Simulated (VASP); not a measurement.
CdSe:

```
Cd Se
1.0
     0.00000    3.09823    3.09823
     3.09823    0.00000    3.09823
     3.09823    3.09823    0.00000
Cd Se
1 1
Direct
  0.00000 0.00000 0.00000
  0.25000 0.25000 0.25000
```

```yaml
Program: VASP 6.6.1
Task: relaxation of cell and atoms
Functional: r2SCAN
Potentials_or_basis: VASP PAW PBE potentials, release 64 (Cd, Se)
Cutoff: 600 eV
k_mesh: 6 × 6 × 6
Occupations: fermi-dirac, width 0.02 eV
Spin: no spin polarisation
```

At the start: pressure -1.3 GPa; volume 29.74 Å³/atom.

**Question.** How do energy, volume and symmetry change on relaxing?

**Answer.** Over 3 steps the energy falls by 3.3 meV/atom and the volume is 28.95 Å³/atom (-2.7 %); space group F-43m (No. 216, to 0.05 Å).

Step by step:
| step | energy change (eV) | largest force (eV/Å) | pressure (GPa) | volume (Å³) |
| --- | --- | --- | --- | --- |
| 1 | 0.0000 | 0.0000 | -1.30 | 59.48 |
| 2 | -0.0059 | 0.0000 | 0.44 | 57.42 |
| 3 | -0.0066 | 0.0000 | 0.01 | 57.90 |

Final structure:
```cif
data_structure
_symmetry_space_group_name_H-M 'P 1'
_symmetry_Int_Tables_number 1
_cell_length_a 4.3424
_cell_length_b 4.3424
_cell_length_c 4.3424
_cell_angle_alpha 60.000
_cell_angle_beta 60.000
_cell_angle_gamma 60.000
_cell_volume 57.90
loop_
_atom_site_label
_atom_site_type_symbol
_atom_site_fract_x
_atom_site_fract_y
_atom_site_fract_z
_atom_site_occupancy
Cd1 Cd 0.00000 0.00000 0.00000 1
Se1 Se 0.25000 0.25000 0.25000 1
```

Caveat: the PAW data sets were made with another functional, which shifts forces and pressure a little.
